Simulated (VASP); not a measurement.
# Ca2TiAlC6N6 (Fm-3m) in VASP: single point with PBE

Aim: the single point of Ca2TiAlC6N6 with PBE.

Program: VASP 6.6.1. These are calculated values, not measurements. Logs are shortened: lines on timing, memory, paths and dates and some standing lists are left out, and cuts for length are marked.

## Step 1: The cell of the first run

It takes space group Fm-3m (No. 225, cubic). Conventional cell: a = 10.532 Å, b = 10.532 Å, c = 10.532 Å, α = 90.00°, β = 90.00°, γ = 90.00°. Within 5.0 Å of Ca (site symmetry -43m) lie 12 C at 3.77 Å and 12 N at 3.77 Å and 4 Ti at 4.56 Å and 4 Al at 4.56 Å. Within 2.7 Å of Ti (site symmetry m-3m) lie 6 N at 2.03 Å. Within 2.7 Å of Al (site symmetry m-3m) lie 6 C at 2.05 Å. Within 1.6 Å of C (site symmetry 4mm) lie 1 N at 1.19 Å. N (site symmetry 4mm) has 1 C at 1.19 Å within 1.6 Å.

## Step 2: Single point, PBE, collinear spin

Contents of INCAR:

```
PREC = Accurate
ENCUT = 520
EDIFF = 1E-6
ISMEAR = 0
SIGMA = 0.1
LREAL = Auto
LASPH = True
NELM = 150
ALGO = Normal
ISIF = 2
LWAVE = False
LCHARG = True
ISPIN = 2
MAGMOM = 0 0 1 0 0 0 0 0 0 0 0 0 0 0 0 0
LORBIT = 11
LMAXMIX = 4
GGA = PE
LELF = True
LVHAR = True
NBANDS = 62
```

Contents of KPOINTS:

```
regular mesh
0
Gamma
  4 4 4
```

Contents of POSCAR:

```
Ca2TiAlC6N6
1.0
    0.0000000000      5.2662164632      5.2662164632
    5.2662164632      0.0000000000      5.2662164632
    5.2662164632      5.2662164632      0.0000000000
Ca Ti Al C N
2 1 1 6 6
Direct
    0.2500000000      0.2500000000      0.2500000000
    0.7500000000      0.7500000000      0.7500000000
    0.5000000000      0.5000000000      0.5000000000
    0.0000000000      0.0000000000      0.0000000000
    0.8056755479      0.1943244521      0.1943244521
    0.1943244521      0.8056755479      0.1943244521
    0.1943244521      0.1943244521      0.8056755479
    0.1943244521      0.8056755479      0.8056755479
    0.8056755479      0.1943244521      0.8056755479
    0.8056755479      0.8056755479      0.1943244521
    0.6925499893      0.3074500107      0.3074500107
    0.3074500107      0.6925499893      0.3074500107
    0.3074500107      0.3074500107      0.6925499893
    0.3074500107      0.6925499893      0.6925499893
    0.6925499893      0.3074500107      0.6925499893
    0.6925499893      0.6925499893      0.3074500107
```

Potentials or basis: VASP PAW PBE potentials, release 64 (Ca_sv, Ti_sv, Al, C, N).

Launch:

```bash
> cat potpaw_PBE.64/Ca_sv/POTCAR potpaw_PBE.64/Ti_sv/POTCAR potpaw_PBE.64/Al/POTCAR potpaw_PBE.64/C/POTCAR potpaw_PBE.64/N/POTCAR > POTCAR
> mpirun -np 1 vasp_std > vasp.out
```

OUTCAR:

```text
PREC = Accurate
   ENCUT = 520
   EDIFF = 1E-6
   ISMEAR = 0
   LREAL = Auto
   LASPH = True
   NELM = 150
   ISIF = 2
   ISPIN = 2
   LORBIT = 11
   GGA = PE

 ion  position               nearest neighbor table
   1  0.250  0.250  0.250-
   2  0.750  0.750  0.750-
   3  0.500  0.500  0.500-  11 2.03  12 2.03  13 2.03  14 2.03  15 2.03  16 2.03
   4  0.000  0.000  0.000-   5 2.05   6 2.05   7 2.05   8 2.05   9 2.05  10 2.05
   5  0.806  0.194  0.194-  11 1.19   4 2.05
   6  0.194  0.806  0.194-  12 1.19   4 2.05
   7  0.194  0.194  0.806-  13 1.19   4 2.05
   8  0.194  0.806  0.806-  14 1.19   4 2.05
   9  0.806  0.194  0.806-  15 1.19   4 2.05
  10  0.806  0.806  0.194-  16 1.19   4 2.05
  11  0.693  0.307  0.307-   5 1.19   3 2.03
  12  0.307  0.693  0.307-   6 1.19   3 2.03
  13  0.307  0.307  0.693-   7 1.19   3 2.03
  14  0.307  0.693  0.693-   8 1.19   3 2.03
  15  0.693  0.307  0.693-   9 1.19   3 2.03
  16  0.693  0.693  0.307-  10 1.19   3 2.03

  LATTYP: Found a face centered cubic cell.
 ALAT       =    10.5324329264

  Lattice vectors:

 A1 = (   0.0000000000,   5.2662164632,   5.2662164632)
 A2 = (   5.2662164632,   0.0000000000,   5.2662164632)
 A3 = (   5.2662164632,   5.2662164632,   0.0000000000)

Analysis of symmetry for initial positions (statically):
=====================================================================
 Subroutine PRICEL returns:
 Original cell was already a primitive cell.

 Routine SETGRP: Setting up the symmetry group for a
 face centered cubic supercell.

 Subroutine GETGRP returns: Found 48 space group operations
 (whereof 48 operations were pure point group operations)
 out of a pool of 48 trial point group operations.

The static configuration has the point symmetry O_h .

Analysis of symmetry for dynamics (positions and initial velocities):
=====================================================================
 Subroutine PRICEL returns:
 Original cell was already a primitive cell.

 Routine SETGRP: Setting up the symmetry group for a
 face centered cubic supercell.

 Subroutine GETGRP returns: Found 48 space group operations
 (whereof 48 operations were pure point group operations)
 out of a pool of 48 trial point group operations.

[... 159 lines left out ...]
  volume of cell :      292.10
 maximum number of plane-waves:      7896
   NGX = 27   NGY = 27   NGZ = 27

 number of electron      89.0000005 magnetization       0.0112441

 number of electron      89.0000004 magnetization      -0.0053203

 Free energy of the ion-electron system (eV)
  ---------------------------------------------------
  ext. energy  EPLUGINS =         0.00000000
  ---------------------------------------------------
  free energy    TOTEN  =      -118.66347129 eV

  energy without entropy =     -118.63388716  energy(sigma->0) =     -118.64867922

 E-fermi :   3.2251     XC(G=0):  -8.2126

 val. band max:        3.1832257842   @ k =   0.5000   0.2500   0.0000
 cond. band min:       3.2784549420   @ k =   0.5000   0.0000   0.0000
 fundamental gap:      0.0952291578
 Fermi energy:         3.2251245309

 spin component 1

 k-point     1 :       0.0000    0.0000    0.0000
  band No.  band energies     occupation
      1     -53.9997      1.00000
      2     -41.4067      1.00000
      3     -41.4066      1.00000
      4     -30.3323      1.00000
      5     -30.3323      1.00000
      6     -30.3323      1.00000
[... 461 lines left out ...]
     55       4.1358      0.00000
     56       4.3191      0.00000
 Fermi energy:         3.2251245309

 spin component 2

 k-point     1 :       0.0000    0.0000    0.0000
  band No.  band energies     occupation
      1     -53.9988      1.00000
      2     -41.4073      1.00000
      3     -41.4072      1.00000
      4     -30.3315      1.00000
      5     -30.3315      1.00000
      6     -30.3315      1.00000
[... 461 lines left out ...]
     55       4.1345      0.00000
     56       4.3173      0.00000
 [bands above 56 left out]

------------------------ aborting loop because EDIFF is reached ----------------------------------------

  FORCE on cell =-STRESS in cart. coord.  units (eV):
  Direction    XX          YY          ZZ          XY          YZ          ZX
  --------------------------------------------------------------------------------------
  -------------------------------------------------------------------------------------
  Total        0.5442590      0.5442590      0.5442590      0.0000000     -0.0000000     -0.0000000
  in kB        2.9853146      2.9853146      2.9853146      0.0000000     -0.0000000     -0.0000000
  external PRESSURE =       2.9853146 kB  Pullay stress =       0.0000000 kB

 VOLUME and BASIS-vectors are now :
 -----------------------------------------------------------------------------
  energy-cutoff  :      520.00
  volume of cell :      292.10
      direct lattice vectors                 reciprocal lattice vectors
     0.000000000  5.266216463  5.266216463    -0.094944825  0.094944825  0.094944825
     5.266216463  0.000000000  5.266216463     0.094944825 -0.094944825  0.094944825
     5.266216463  5.266216463  0.000000000     0.094944825  0.094944825 -0.094944825

 POSITION                                       TOTAL-FORCE (eV/Angst)
 -----------------------------------------------------------------------------------
      2.63311      2.63311      2.63311        -0.000000     -0.000000      0.000000
      7.89932      7.89932      7.89932        -0.000000     -0.000000      0.000000
      5.26622      5.26622      5.26622        -0.000000     -0.000000      0.000000
      0.00000      0.00000      0.00000        -0.000000     -0.000000      0.000000
      2.04671      5.26622      5.26622        -0.302742     -0.000000      0.000000
      5.26622      2.04671      5.26622        -0.000000     -0.302742      0.000000
[... 8 lines left out ...]
      5.26622      7.29424      5.26622        -0.000000     -0.279198      0.000000
      5.26622      5.26622      7.29424        -0.000000     -0.000000     -0.279198
 -----------------------------------------------------------------------------------
    total drift:                                0.000000      0.000000      0.000000

  FREE ENERGIE OF THE ION-ELECTRON SYSTEM (eV)
  ---------------------------------------------------
  free  energy   TOTEN  =      -118.6634712855 eV

  energy  without entropy=     -118.6338871621  energy(sigma->0) =     -118.64867922

 total charge

# of ion       s       p       d       tot
------------------------------------------
    1        2.071   5.802   0.091   7.965
    2        2.071   5.802   0.091   7.965
    3        2.190   6.251   1.953  10.394
    4        0.309   0.410   0.000   0.719
    5        0.962   1.605   0.000   2.567
    6        0.962   1.605   0.000   2.567
[... 8 lines left out ...]
   15        1.309   2.578   0.000   3.886
   16        1.309   2.578   0.000   3.886
--------------------------------------------------
tot         20.267  43.358   2.135  65.760

 magnetization (x)

# of ion       s       p       d       tot
------------------------------------------
    1       -0.000   0.000  -0.000  -0.001
    2       -0.000   0.000  -0.000  -0.001
    3        0.000   0.000   0.001   0.001
    4       -0.000  -0.000   0.000  -0.000
    5       -0.000   0.000   0.000   0.000
    6       -0.000   0.000   0.000   0.000
[... 8 lines left out ...]
   15       -0.000  -0.000   0.000  -0.000
   16       -0.000  -0.000   0.000  -0.000
--------------------------------------------------
tot         -0.001  -0.000   0.000  -0.001
```

Wall time 11 min (1 thread of Intel Xeon Platinum 8259CL at 2.50GHz (Skylake/Cascade Lake), shared host); peak memory 0.67 GiB.

What came out:

| Item | Value |
| --- | --- |
| Free energy | -118.6635 eV |
| Pressure | 0.3 GPa |
| Largest force | 0.303 eV/Å |
| Net moment | -0.01 μB per cell |
| Valence electrons inside the program's atomic spheres | Ca 7.96; Ti 10.39; Al 0.72; C 2.57; N 3.89 |

Forces on the atoms (eV/Å):
```
Ca   0.000  0.000  0.000
Ca   0.000  0.000  0.000
Ti   0.000  0.000  0.000
Al   0.000  0.000  0.000
C   -0.303  0.000  0.000
C    0.000 -0.303  0.000
C    0.000  0.000 -0.303
C    0.303  0.000  0.000
C    0.000  0.303  0.000
C    0.000  0.000  0.303
N    0.279  0.000  0.000
N    0.000  0.279  0.000
N    0.000  0.000  0.279
N   -0.279  0.000  0.000
N    0.000 -0.279  0.000
N    0.000  0.000 -0.279
```

Levels at points of the mesh, in eV from the Fermi level:
Spin up:
| k point | band 42 | band 43 | band 44 | band 45 | band 46 | band 47 |
| --- | --- | --- | --- | --- | --- | --- |
| (0.00, 0.00, 0.00) | -4.62 | -1.02 | -0.93 | -0.93 | -0.93 | 0.38 |
| (0.50, 0.00, 0.00) | -4.29 | -0.20 | 0.05 | 0.05 | 0.06 | 0.38 |
| (0.50, 0.50, 0.00) | -4.60 | -0.91 | 0.09 | 0.59 | 0.61 | 0.61 |
Spin down:
```
           k point  band 42  band 43  band 44  band 45  band 46  band 47
(0.00, 0.00, 0.00)    -4.62    -1.03    -0.93    -0.93    -0.93     0.37
(0.50, 0.00, 0.00)    -4.29    -0.20     0.05     0.05     0.06     0.38
(0.50, 0.50, 0.00)    -4.60    -0.91     0.09     0.59     0.61     0.61
```
